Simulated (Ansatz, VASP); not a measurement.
# One calculation of MoBr, two programs

```
Mo Br
1.0
     0.00000    2.82453    2.82453
     2.82453    0.00000    2.82453
     2.82453    2.82453    0.00000
Mo Br
1 1
Direct
  0.00000 0.00000 0.00000
  0.50000 0.50000 0.50000
```

Alike in both runs: task single point; functional PBE; k mesh 6 × 6 × 6; occupations gaussian, width 0.1 eV; collinear spin.

|  | VASP | Ansatz |
| --- | --- | --- |
| version | VASP 6.6.1 | Ansatz 0.2.0 |
| potentials or method | VASP PAW PBE potentials, release 64 (Mo_sv, Br), cutoff 520 eV | scalar-relativistic, plane waves, PAW |
| valence electrons in the cell | 21 | 21 |

```tsv
	VASP	Ansatz	Ansatz less VASP
gap on the k mesh at the Fermi level (eV)	none	none	-
pressure (GPa)	0.4	0.4	-0.08
net moment per atom (μB)	1.85	1.85	+0.001
size of the moment on the site where the two differ most (μB)	3.08	2.85	-0.231
```

Site moments also hang on the region over which each program counts them. A gap of «none» marks a metal or a gap that the smearing closes.
